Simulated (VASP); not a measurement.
Set up this calculation in VASP 6.6.1, as the native input.

- Task: single point
- Functional: PBE
- Potentials or basis: VASP PAW PBE potentials, release 64 (Mg, B)
- Cutoff: 520 eV
- k mesh: 11 × 11 × 9
- Occupations: gaussian, width 0.1 eV
- Spin: no spin polarisation
- Dipole correction: no
- Further INCAR settings: ALGO = Normal; EDIFF = 1e-06; NBANDS = 11

The structure of MgB2 lies in POSCAR:

```
MgB2
1.0
    3.0850000000      0.0000000000      0.0000000000
   -1.5425000000      2.6716883707      0.0000000000
    0.0000000000      0.0000000000      3.5230000000
Mg B
1 2
Direct
    0.0000000000      0.0000000000      0.0000000000
    0.6666666667      0.3333333333      0.5000000000
    0.3333333333      0.6666666667      0.5000000000
```

The input as run:

INCAR

```
SYSTEM = MgB2
ALGO = Normal
EDIFF = 1E-6
ENCUT = 520
GGA = PE
ISIF = 2
ISMEAR = 0
LASPH = .True.
LCHARG = .False.
LREAL = .False.
LWAVE = .False.
NBANDS = 11
NELM = 100
PREC = Accurate
SIGMA = 0.1
```

KPOINTS

```
k-points
0
Gamma
  11 11 9
  0 0 0
```

Potentials or basis: VASP PAW PBE potentials, release 64 (Mg, B).

Command:

```sh
$ cat potpaw_PBE.64/Mg/POTCAR potpaw_PBE.64/B/POTCAR > POTCAR
$ mpirun -np 1 vasp_std > vasp.out
```

It gave:

```yaml
Pressure: -1.4 GPa
Band_gap_on_the_k_mesh: zero (bands 4 and 5 overlap by 2.73 eV)
```

Run time: 31 s on 1 thread of Intel Xeon 8259CL, with other jobs on the host, peak memory 0.16 GiB.
